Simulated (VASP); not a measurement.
# CoSi2 (I4mm) in VASP: a series of runs

The runs below take CoSi2 through single point, with PBEsol.

Program: VASP 6.6.1. These are calculated values, not measurements. Logs are shortened: lines on timing, memory, paths and dates and some standing lists are left out, and cuts for length are marked.

### Step 1. The cell of the first run

Symmetry: I4mm, No. 107, tetragonal system. Conventional cell: a = 3.725 Å, b = 3.725 Å, c = 5.269 Å, α = 90.00°, β = 90.00°, γ = 90.00°. Within 2.9 Å of Co (site symmetry 4mm) lie 8 Si at 2.19 to 2.39 Å. Si (site symmetry 2mm) has 4 Co at 2.19 to 2.39 Å and 6 Si at 2.63 Å within 2.9 Å.

### Step 2. Single point, PBEsol (atoms displaced along a vibrational mode, the cell strained)

INCAR

```
PREC = Accurate ; ENCUT = 520
EDIFF = 1E-7 ; ISMEAR = 0
SIGMA = 0.15 ; LREAL = F
LASPH = T ; NELM = 100
ALGO = Normal ; ISIF = 2
LWAVE = F ; LCHARG = F
GGA = PS ; NBANDS = 16
```

KPOINTS

```
regular mesh
0
Gamma
  14 14 14
```

POSCAR

```
CoSi2
1.0
    0.0000000000      2.6343054433      2.6343054433
    2.6343054433      0.0000000000      2.6343054433
    2.6343054433      2.6343054433      0.0000000000
Co Si
1 2
Direct
    0.0160744693     -0.0160744693     -0.0160744693
    0.2331347727      0.2668652273      0.2668652273
    0.7331347727      0.7668652273      0.7668652273
```

Potentials or basis: VASP PAW PBE potentials, release 64 (Co, Si).

On the command line:

```console
$ cat potpaw_PBE.64/Co/POTCAR potpaw_PBE.64/Si/POTCAR > POTCAR
$ mpirun -np 1 vasp_std > vasp.out
```

OUTCAR:

```text
PREC = Accurate
   ENCUT = 520
   EDIFF = 1E-7
   ISMEAR = 0
   LREAL = F
   LASPH = T
   NELM = 100
   ISIF = 2
   GGA = PS

 ion  position               nearest neighbor table
   1  0.016  0.984  0.984-   3 2.19   3 2.19   2 2.19   2 2.19   3 2.39   3 2.39   2 2.39   2 2.39

   2  0.233  0.267  0.267-   1 2.19   1 2.19   1 2.39   1 2.39   3 2.63   3 2.63   3 2.63   3 2.63
                             3 2.63   3 2.63
   3  0.733  0.767  0.767-   1 2.19   1 2.19   1 2.39   1 2.39   2 2.63   2 2.63   2 2.63   2 2.63
                             2 2.63   2 2.63

  LATTYP: Found a face centered cubic cell.
 ALAT       =     5.2686108866

  Lattice vectors:

 A1 = (   0.0000000000,   2.6343054433,   2.6343054433)
 A2 = (   2.6343054433,   0.0000000000,   2.6343054433)
 A3 = (   2.6343054433,   2.6343054433,   0.0000000000)

Analysis of symmetry for initial positions (statically):
=====================================================================
 Subroutine PRICEL returns:
 Original cell was already a primitive cell.

 Routine SETGRP: Setting up the symmetry group for a
 face centered cubic supercell.

 Subroutine GETGRP returns: Found  8 space group operations
 (whereof  8 operations were pure point group operations)
 out of a pool of 48 trial point group operations.

The static configuration has the point symmetry C_4v.

Analysis of symmetry for dynamics (positions and initial velocities):
=====================================================================
 Subroutine PRICEL returns:
 Original cell was already a primitive cell.

 Routine SETGRP: Setting up the symmetry group for a
 face centered cubic supercell.

 Subroutine GETGRP returns: Found  8 space group operations
 (whereof  8 operations were pure point group operations)
 out of a pool of 48 trial point group operations.

The dynamic configuration has the point symmetry C_4v.

 Subroutine INISYM returns: Found  8 space group operations
 (whereof  8 operations are pure point group operations),
 and found     1 'primitive' translations

----------------------------------------------------------------------------------------

                                     Primitive cell

  volume of cell :      36.5619

  direct lattice vectors                    reciprocal lattice vectors
     0.000000000  2.634305443  2.634305443    -0.189803351  0.189803351  0.189803351
     2.634305443  0.000000000  2.634305443     0.189803351 -0.189803351  0.189803351
     2.634305443  2.634305443  0.000000000     0.189803351  0.189803351 -0.189803351

  length of vectors
     3.725470485  3.725470485  3.725470485     0.328749047  0.328749047  0.328749047

  position of ions in fractional coordinates (direct lattice)
     0.016074469  0.983925531  0.983925531
     0.233134773  0.266865227  0.266865227
     0.733134773  0.766865227  0.766865227

  ion indices of the primitive-cell ions
   primitive index   ion index
                 1           1
                 2           2
                 3           3

----------------------------------------------------------------------------------------

 KPOINTS: regular mesh

Automatic generation of k-mesh.
 Grid dimensions read from file:
 generate k-points for:   14   14   14

 Generating k-lattice:

  Cartesian coordinates                     Fractional coordinates (reciprocal lattice)
    -0.013557382  0.013557382  0.013557382     0.071428571  0.000000000  0.000000000
     0.013557382 -0.013557382  0.013557382     0.000000000  0.071428571  0.000000000
     0.013557382  0.013557382 -0.013557382     0.000000000  0.000000000  0.071428571

  Length of vectors
     0.023482075  0.023482075  0.023482075

  Shift w.r.t. Gamma in fractional coordinates (k-lattice)
     0.000000000  0.000000000  0.000000000

 Subroutine IBZKPT returns following result:
 ===========================================

 Found    244 irreducible k-points:

 Following reciprocal coordinates:
            Coordinates               Weight
  0.000000  0.000000  0.000000      1.000000
  0.071429  0.000000  0.000000      8.000000
  0.142857  0.000000  0.000000      8.000000
  0.214286  0.000000  0.000000      8.000000
  0.285714  0.000000  0.000000      8.000000
  0.357143  0.000000  0.000000      8.000000
[... 16 lines left out ...]
 -0.428571  0.071429  0.000000     16.000000
  0.000000 -0.428571  0.071429      8.000000
 [... further k-points ...]
   k-points           NKPTS =    244   k-points in BZ     NKDIM =    244   number of bands    NBANDS=     16
   number of dos      NEDOS =    301   number of ions     NIONS =      3
   total plane-waves  NPLWV =  21952
   dimension x,y,z NGX =    28 NGY =   28 NGZ =   28
   dimension x,y,z NGXF=    56 NGYF=   56 NGZF=   56
   ions per type =               1   2
   NGX,Y,Z   is equivalent  to a cutoff of  12.49, 12.49, 12.49 a.u.
   NGXF,Y,Z  is equivalent  to a cutoff of  24.99, 24.99, 24.99 a.u.
 SYSTEM =  unknown system
   PREC   = accura    normal or accurate (medium, high low for compatibility)
   ISTART =      0    job   : 0-new  1-cont  2-samecut
   ICHARG =      2    charge: 1-file 2-atom 10-const
   ISPIN  =      1    spin polarized calculation?
   LNONCOLLINEAR =      F non collinear calculations
   LSORBIT =      F    spin-orbit coupling
   LASPH  =      T    aspherical Exc in radial PAW
   ENCUT  =  520.0 eV  38.22 Ry    6.18 a.u.   6.93  6.93  6.93*2*pi/ulx,y,z
   NELM   =    100;   NELMIN=  2; NELMDL= -5     # of ELM steps
   EDIFF  = 0.1E-06   stopping-criterion for ELM
   LREAL  =      F    real-space projection
   EDIFFG = 0.1E-05   stopping-criterion for IOM
   NSW    =      0    number of steps for IOM
   IBRION =     -1    ionic relax: 0-MD 1-quasi-New 2-CG
   NFREE  =      0    steps in history (QN), initial steepest desc. (CG)
   ISIF   =      2    stress and relaxation
   ISYM   =      2    0-nonsym 1-usesym 2-fastsym
   POTIM  = 0.5000    time-step for ionic-motion
   TEBEG  =    0.0;   TEEND  =   0.0 temperature during run
   PSTRESS=    0.0 pullay stress
   NELECT =      17.0000    total number of electrons
   NUPDOWN=      -1.0000    fix difference up-down
   EMIN   =  10.00;   EMAX   =-10.00  energy-range for DOS
   EFERMI =   0.00;   METHOD = LEGACY
   ISMEAR =     0;   SIGMA  =   0.15  broadening in eV -4-tet -1-fermi 0-gaus
   EFERMI_NEDOS =   21; number of points for ismear=-14 and -15
   IALGO  =     38    algorithm
   IMIX   =      4    mixing-type and parameters
     AMIX     =   0.40;   BMIX     =  1.00
     AMIX_MAG =   1.60;   BMIX_MAG =  1.00
  volume/ion in A,a.u.               =      12.19        82.24
  Fermi-wavevector in a.u.,A,eV,Ry     =   1.268280  2.396701 21.885422  1.608533
  Thomas-Fermi vector in A             =   2.401383
   LORBIT       =      0    0 simple, 1 ext, 2 COOP (PROOUT), +10 PAW based schemes
   GGA     = PS    functional components
   LHFCALC =     F    Hartree Fock is set to
   AEXX    =    0.0000 exact exchange contribution
   IVDW    =     0    specifies the selected vdW correction
   LEPSILON=     F    determine dielectric tensor
   LRPA    =     F    only Hartree local field effects (RPA)
 non-spin polarized calculation
 Gauss-broadening in eV      SIGMA  =   0.15
  energy-cutoff  :      520.00
  volume of cell :       36.56
 maximum number of plane-waves:      1006
   NGX = 13   NGY = 13   NGZ = 13

 number of electron      17.0000006 magnetization

 Free energy of the ion-electron system (eV)
  ---------------------------------------------------
  ext. energy  EPLUGINS =         0.00000000
  ---------------------------------------------------
  free energy    TOTEN  =       -20.76274012 eV

  energy without entropy =      -20.75135409  energy(sigma->0) =      -20.75704710

 E-fermi :  10.6943     XC(G=0): -12.0775

 val. band max:       10.6918611419   @ k =   0.4286   0.2143   0.0714
 cond. band min:      10.6977067252   @ k =   0.2143   0.1429   0.0000
 fundamental gap:      0.0058455832
 Fermi energy:        10.6942714724

 k-point     1 :       0.0000    0.0000    0.0000
  band No.  band energies     occupation
      1      -2.8266      2.00000
      2       6.3088      2.00000
      3       6.3829      2.00000
      4       6.3829      2.00000
      5       8.5319      2.00000
      6       8.5719      2.00000
[... 8 lines left out ...]
     15      16.6041      0.00000
     16      16.6152      0.00000

 k-point     2 :       0.0714    0.0000    0.0000
  band No.  band energies     occupation
      1      -2.7461      2.00000
      2       6.1674      2.00000
      3       6.3743      2.00000
      4       6.4109      2.00000
      5       8.5057      2.00000
      6       8.5472      2.00000
[... 8 lines left out ...]
     15      16.3188      0.00000
     16      16.6068      0.00000

 k-point     3 :       0.1429    0.0000    0.0000
  band No.  band energies     occupation
      1      -2.5055      2.00000
      2       5.6725      2.00000
      3       6.4506      2.00000
      4       6.4894      2.00000
      5       8.4429      2.00000
      6       8.4880      2.00000
[... 8 lines left out ...]
     15      16.2556      0.00000
     16      16.9495      0.00000

 k-point     4 :       0.2143    0.0000    0.0000
  band No.  band energies     occupation
      1      -2.1084      2.00000
      2       4.9253      2.00000
      3       6.5658      2.00000
      4       6.6000      2.00000
      5       8.3852      2.00000
      6       8.4349      2.00000
[... 8 lines left out ...]
     15      16.9984      0.00000
     16      17.9921      0.00000
[... 324 lines left out ...]
 k-point    22 :       0.0000    0.5000    0.0714
  band No.  band energies     occupation
      1       0.5418      2.00000
      2       1.3872      2.00000
      3       6.7267      2.00000
      4       6.8401      2.00000
      5       8.1347      2.00000
      6       8.7476      2.00000
[... 8 lines left out ...]
     15      21.3305      0.00000
     16      21.9729      0.00000

 k-point    23 :      -0.4286    0.0714    0.0000
  band No.  band energies     occupation
      1       0.2763      2.00000
      2       1.6789      2.00000
      3       6.6550      2.00000
      4       6.9000      2.00000
      5       8.2212      2.00000
      6       8.5768      2.00000
[... 8 lines left out ...]
     15      20.7070      0.00000
     16      21.6302      0.00000

 k-point    24 :       0.0000   -0.4286    0.0714
  band No.  band energies     occupation
      1       0.2761      2.00000
      2       1.6799      2.00000
      3       6.6567      2.00000
      4       6.8975      2.00000
      5       8.2172      2.00000
      6       8.5527      2.00000
[... 8 lines left out ...]
     15      20.6888      0.00000
     16      21.6662      0.00000

 [... further k-points ...]

------------------------ aborting loop because EDIFF is reached ----------------------------------------

  FORCE on cell =-STRESS in cart. coord.  units (eV):
  Direction    XX          YY          ZZ          XY          YZ          ZX
  --------------------------------------------------------------------------------------
  -------------------------------------------------------------------------------------
  Total        1.5525774      1.9819276      1.9819276     -0.0000000      0.0000000      0.0000000
  in kB       68.0354824     86.8500312     86.8500312     -0.0000000      0.0000000      0.0000000
  external PRESSURE =      80.5785149 kB  Pullay stress =       0.0000000 kB

 VOLUME and BASIS-vectors are now :
 -----------------------------------------------------------------------------
  energy-cutoff  :      520.00
  volume of cell :       36.56
      direct lattice vectors                 reciprocal lattice vectors
     0.000000000  2.634305443  2.634305443    -0.189803351  0.189803351  0.189803351
     2.634305443  0.000000000  2.634305443     0.189803351 -0.189803351  0.189803351
     2.634305443  2.634305443  0.000000000     0.189803351  0.189803351 -0.189803351

 POSITION                                       TOTAL-FORCE (eV/Angst)
 -----------------------------------------------------------------------------------
      5.18392      2.63431      2.63431         2.412720      0.000000      0.000000
      1.40601      1.31715      1.31715        -1.206360      0.000000      0.000000
      4.04031      3.95146      3.95146        -1.206360      0.000000      0.000000
 -----------------------------------------------------------------------------------
    total drift:                               -0.000343     -0.000002     -0.000002

  FREE ENERGIE OF THE ION-ELECTRON SYSTEM (eV)
  ---------------------------------------------------
  free  energy   TOTEN  =       -20.7627401150 eV

  energy  without entropy=      -20.7513540873  energy(sigma->0) =      -20.75704710
```

It took 84 s on 1 thread of AMD EPYC 9R45 (Zen 5), shared host; peak memory 0.23 GiB.

What came out:

```
Free energy            : -20.7627 eV
Pressure               : 8.1 GPa
Largest force          : 2.413 eV/Å
Band gap on the k mesh : zero (an odd number of electrons rules out a gap without spin polarisation)
```

Forces on the atoms (eV/Å):
```
Co   2.413  0.000  0.000
Si  -1.206  0.000  0.000
Si  -1.206  0.000  0.000
```

Stress tensor (GPa, compression positive):
```
6.80 0.00 0.00
0.00 8.69 0.00
0.00 0.00 8.69
```

Levels at points of the mesh, in eV from the Fermi level:
```
           k point  band 7  band 8  band 9  band 10  band 11  band 12
(0.00, 0.00, 0.00)    1.14    3.04    3.04     3.50     3.76     3.93
(0.50, 0.00, 0.00)   -1.84   -0.43   -0.37     2.51     3.55     3.84
(0.50, 0.50, 0.00)   -2.12   -2.05   -1.50     1.73     2.86     8.62
(0.00, 0.50, 0.50)   -2.05   -2.03   -1.55     1.71     2.83     8.72
```

Caveat: the cell differs from its parent crystal (atoms displaced along a vibrational mode, the cell strained); the cell stands under pressure; the PAW data sets were made with another functional, which shifts forces and pressure a little; an odd number of electrons without spin polarisation forces a metal; a magnetic or distorted state may lie lower. Spin polarisation is off, so any magnetic state and its effect on volume and gap are missing.

### Step 3. Single point, PBEsol (atoms displaced along a vibrational mode)

INCAR

```
ALGO = Normal
EDIFF = 1E-6
ENCUT = 520
GGA = PS
ISIF = 2
ISMEAR = 0
LASPH = T
LCHARG = F
LREAL = F
LWAVE = F
NBANDS = 16
NELM = 100
PREC = Accurate
SIGMA = 0.15
```

KPOINTS

```
k-points
0
Gamma
  14 14 14
```

POSCAR

```
CoSi2
1.0
    0.0000000000      2.6563531747      2.6563531747
    2.6563531747      0.0000000000      2.6563531747
    2.6563531747      2.6563531747      0.0000000000
Co Si
1 2
Direct
    0.0120558520     -0.0120558520     -0.0120558520
    0.2373510795      0.2626489205      0.2626489205
    0.7373510795      0.7626489205      0.7626489205
```

Potentials or basis: VASP PAW PBE potentials, release 64 (Co, Si).

On the command line:

```console
$ cat potpaw_PBE.64/Co/POTCAR potpaw_PBE.64/Si/POTCAR > POTCAR
$ mpirun -np 1 vasp_std > vasp.out
```

Run time: 83 s. Hardware: 1 thread of AMD EPYC 9R45 (Zen 5), shared host; peak memory 0.24 GiB.

The run converged. Its results:

```
Free energy            : -20.8785 eV
Pressure               : 1.6 GPa
Largest force          : 1.660 eV/Å
Band gap on the k mesh : zero (an odd number of electrons rules out a gap without spin polarisation)
```

Forces on the atoms (eV/Å):
```
Co   1.660  0.000  0.000
Si  -0.830  0.000  0.000
Si  -0.830  0.000  0.000
```

Stress tensor (GPa, compression positive):
```
0.97 0.00 0.00
0.00 1.85 0.00
0.00 0.00 1.85
```

Levels at points of the mesh, in eV from the Fermi level:
```
           k point  band 7  band 8  band 9  band 10  band 11  band 12
(0.00, 0.00, 0.00)    0.96    3.12    3.12     3.47     3.59     3.78
(0.50, 0.00, 0.00)   -1.74   -0.45   -0.40     2.55     3.48     3.65
(0.50, 0.50, 0.00)   -2.05   -1.99   -1.42     1.65     2.86     8.59
(0.00, 0.50, 0.50)   -2.01   -1.98   -1.44     1.63     2.85     8.66
```

Caveat: the cell differs from its parent crystal (atoms displaced along a vibrational mode); the PAW data sets were made with another functional, which shifts forces and pressure a little; an odd number of electrons without spin polarisation forces a metal; a magnetic or distorted state may lie lower. Spin polarisation is off, so any magnetic state and its effect on volume and gap are missing.

### Step 4. Single point, PBEsol (atoms displaced along a vibrational mode)

INCAR

```
ALGO = Normal ; EDIFF = 1E-6
ENCUT = 520 ; GGA = PS
ISIF = 2 ; ISMEAR = 0
LASPH = T ; LCHARG = T
LELF = T ; LREAL = F
LVHAR = T ; LWAVE = F
NBANDS = 16 ; NELM = 100
PREC = Accurate ; SIGMA = 0.15
```

KPOINTS is that of step 3.

POSCAR

```
CoSi2
1.0
    0.0000000000      2.6563531747      2.6563531747
    2.6563531747      0.0000000000      2.6563531747
    2.6563531747      2.6563531747      0.0000000000
Co Si
1 2
Direct
    0.0160744693     -0.0160744693     -0.0160744693
    0.2331347727      0.2668652273      0.2668652273
    0.7331347727      0.7668652273      0.7668652273
```

On the command line:

```console
$ cat potpaw_PBE.64/Co/POTCAR potpaw_PBE.64/Si/POTCAR > POTCAR
$ mpirun -np 1 vasp_std > vasp.out
```

It took 78 s on 1 thread of AMD EPYC 9R45 (Zen 5), shared host; peak memory 0.24 GiB.

Results (log left out):

- Free energy: -20.7938 eV
- Pressure: 2.7 GPa
- Largest force: 2.212 eV/Å
- Band gap on the k mesh: zero (an odd number of electrons rules out a gap without spin polarisation)

Forces in eV/Å, atoms in the order of the input:
```
Co   2.212  0.000  0.000
Si  -1.106  0.000  0.000
Si  -1.106  0.000  0.000
```

Stress tensor (GPa, compression positive):
```
1.67 0.00 0.00
0.00 3.28 0.00
0.00 0.00 3.28
```

Levels at points of the mesh, in eV from the Fermi level:
| k point | band 7 | band 8 | band 9 | band 10 | band 11 | band 12 |
| --- | --- | --- | --- | --- | --- | --- |
| (0.00, 0.00, 0.00) | 0.91 | 3.00 | 3.00 | 3.50 | 3.64 | 3.87 |
| (0.50, 0.00, 0.00) | -1.76 | -0.42 | -0.35 | 2.44 | 3.47 | 3.75 |
| (0.50, 0.50, 0.00) | -2.05 | -1.97 | -1.44 | 1.62 | 2.85 | 8.57 |
| (0.00, 0.50, 0.50) | -1.98 | -1.96 | -1.48 | 1.60 | 2.82 | 8.69 |

Caveat: the cell differs from its parent crystal (atoms displaced along a vibrational mode); the PAW data sets were made with another functional, which shifts forces and pressure a little; an odd number of electrons without spin polarisation forces a metal; a magnetic or distorted state may lie lower. Spin polarisation is off, so any magnetic state and its effect on volume and gap are missing.

[end of part 1 of 2]

The gap in the log of VASP goes by the Fermi energy; the results here count the filled bands.